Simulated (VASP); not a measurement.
CuO, 4 atoms in the cell. The typed cell holds 4 atoms: a = 2.899 Å, b = 2.866 Å, c = 5.156 Å, α = 98.08°, β = 98.63°, γ = 72.12°.  This cell differs from its parent crystal: atoms moved at random and the cell strained at random.

| Item | Value |
| --- | --- |
| Program | VASP 6.6.1 |
| Task | single point |
| Functional | PBEsol |
| Potentials or basis | VASP PAW PBE potentials, release 64 (Cu, O) |
| Cutoff | 520 eV |
| k mesh | 10 × 10 × 6 |
| Occupations | gaussian, width 0.1 eV |
| Spin | no spin polarisation |
| Dipole correction | no |
| Further INCAR settings | ALGO = Normal; EDIFF = 1e-07; NBANDS = 25 |

Potentials or basis: VASP PAW PBE potentials, release 64 (Cu, O).

Command:

```sh
$ cat potpaw_PBE.64/Cu/POTCAR potpaw_PBE.64/O/POTCAR > POTCAR
$ mpirun -np 1 vasp_std > vasp.out
```

Hardware: 1 thread of Intel Xeon 8259CL (shared host).

**Question.** Estimate the wall time of this run.

**Answer.** Wall time 9.1 min on 1 thread of Intel Xeon 8259CL (shared host), peak memory 0.36 GiB. Counts: scf iterations 18, k points 304.
